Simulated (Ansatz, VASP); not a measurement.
**CdPbO2 in VASP and in Ansatz**

```
Cd Pb O
1.0
     3.46237    0.00000    0.00000
    -1.73119    2.99850    0.00000
     0.00000    0.00000    6.15254
Cd Pb O
1 1 2
Direct
  0.00000 0.00000 0.50000
  0.00000 0.00000 0.00000
  0.33333 0.66667 0.27787
  0.66667 0.33333 0.72213
```

Alike in both runs: functional PBE; k mesh 12 × 12 × 6; occupations gaussian, width 0.02 eV; no spin polarisation.

Ansatz relaxed the structure, and its values are those at the end. VASP's run is a single point on that final structure, the one shown.

|  | VASP | Ansatz |
| --- | --- | --- |
| version | VASP 6.6.1 | Ansatz 0.2.0 |
| potentials or method | VASP PAW PBE potentials, release 64 (Cd, Pb_d, O), cutoff 520 eV | scalar-relativistic, plane waves, PAW |
| valence electrons in the cell | 38 | 46 |

Ansatz gave:

```
gap on the k mesh at the Fermi level (eV) : 0.26
least direct gap on the mesh (eV)         : 0.76
pressure (GPa)                            : 0.0
rms of the force components (eV/Å)        : 0.001
```

Task: What did VASP give for the same quantities?

Result: gap on the k mesh at the Fermi level (eV): 0.26; least direct gap on the mesh (eV): 0.75; pressure (GPa): 0.4; rms of the force components (eV/Å): 0.020.

VASP's potentials hold 38 valence electrons a cell and Ansatz's 46, so a difference there can come from the potentials and not from the codes.

Neither program's run includes spin-orbit coupling.
